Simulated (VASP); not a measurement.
# Mo3W: single point with PBE

Crystal: Mo3W.

```
Mo W
1.0
     3.10106    0.00000    0.00000
     0.00000    3.10106    0.00000
     0.00000    0.00000    6.20291
Mo W
3 1
Direct
  0.50000 0.50000 0.74890
  0.00000 0.00000 0.50000
  0.50000 0.50000 0.25110
  0.00000 0.00000 0.00000
```

```json
{"Program": "VASP 6.6.1", "Task": "single point", "Functional": "PBE", "Potentials or basis": "VASP PAW PBE potentials, release 64 (Mo_sv, W_sv)", "Cutoff": "500 eV", "k mesh": "12 × 12 × 6", "Occupations": "gaussian, width 0.1 eV", "Spin": "no spin polarisation"}
```

The pressure is 20.0 GPa and the largest force is 0.011 eV/Å. The band gap on the k mesh is zero (bands 28 and 29 overlap by 2.15 eV).

Forces on the atoms (eV/Å):
```
Mo   0.000  0.000 -0.011
Mo   0.000  0.000  0.000
Mo   0.000  0.000  0.011
W    0.000  0.000  0.000
```

Levels at points of the mesh, in eV from the Fermi level:
```
           k point  band 26  band 27  band 28  band 29  band 30  band 31
(0.00, 0.00, 0.00)    -1.52    -0.80    -0.80    -0.64    -0.64     0.82
(0.50, 0.00, 0.00)    -0.80    -0.65    -0.65     0.82     1.07     1.51
(0.50, 0.50, 0.00)    -2.85     1.51     1.51     1.77     1.83     2.40
(0.00, 0.00, 0.50)    -1.49    -0.96    -0.77    -0.06     0.06     1.55
(0.50, 0.00, 0.50)    -1.87    -1.85    -1.70     0.66     0.70     0.93
(0.50, 0.50, 0.50)    -0.87    -0.55    -0.55     2.04     2.06     2.28
```

It took 110 s on 1 thread of AMD EPYC 9R45 96-Core Processor (Zen 5), with other jobs on the host, peak memory 0.28 GiB.

Caveat: the cell stands under pressure; spin-orbit coupling is left out, which moves the levels of the heavy elements.
